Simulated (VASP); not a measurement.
A run of VASP 6.6.1 is set up as follows.

POSCAR

```
MnS
1.0
    0.0000000000      2.6555815960      2.6555815960
    2.6555815960      0.0000000000      2.6555815960
    2.6555815960      2.6555815960      0.0000000000
Mn S
1 1
Direct
    0.0000000000      0.0000000000      0.0000000000
    0.5000000000      0.5000000000      0.5000000000
```

The input INCAR.step1:

```
SYSTEM = MnS
PREC = Accurate
ENCUT = 520
ISMEAR = -1
SIGMA = 0.05
LREAL = .FALSE.
LASPH = .TRUE.
NELM = 150
ISPIN = 2
MAGMOM = 4 0
LMAXMIX = 4
NBANDS = 20
GGA = PE
ALGO = Normal
EDIFF = 1E-4
LWAVE = .TRUE.
LCHARG = .FALSE.
```

File INCAR.step2:

```
SYSTEM = MnS
PREC = Accurate
ENCUT = 520
EDIFF = 1E-6
ISMEAR = -1
SIGMA = 0.05
LREAL = .FALSE.
LASPH = .TRUE.
NELM = 150
ALGO = Normal
ISIF = 2
LWAVE = .FALSE.
LCHARG = .FALSE.
ISPIN = 2
MAGMOM = 4 0
LORBIT = 11
LMAXMIX = 4
METAGGA = R2SCAN
LMIXTAU = .TRUE.
IVDW = 12
VDW_S6 = 1.0
VDW_S8 = 0.78981345
VDW_A1 = 0.49484001
VDW_A2 = 5.73083694
NBANDS = 20
ISTART = 1
```

The input KPOINTS:

```
Automatic mesh
0
G
  9 9 9
  0 0 0
```

Potentials or basis: VASP PAW PBE potentials, release 64 (Mn_pv, S).

Launch:

```bash
$ cat potpaw_PBE.64/Mn_pv/POTCAR potpaw_PBE.64/S/POTCAR > POTCAR
$ cp INCAR.step1 INCAR
$ mpirun -np 1 vasp_std > vasp.out
$ cp INCAR.step2 INCAR
$ mpirun -np 1 vasp_std > vasp.out
```

(1) What does it give for the pressure?

(2) What does it give for the dispersion energy per atom?

(3) Estimate the band gap on the k mesh.

Results:

(1) -5.5 GPa.

(2) -0.181 eV.

(3) 0.32 eV, indirect (least direct gap 2.09 eV).

Caveat: the PAW data sets were made with another functional, which shifts forces and pressure a little; a cell with one magnetic atom can't hold antiferromagnetic order, which such compounds often take.
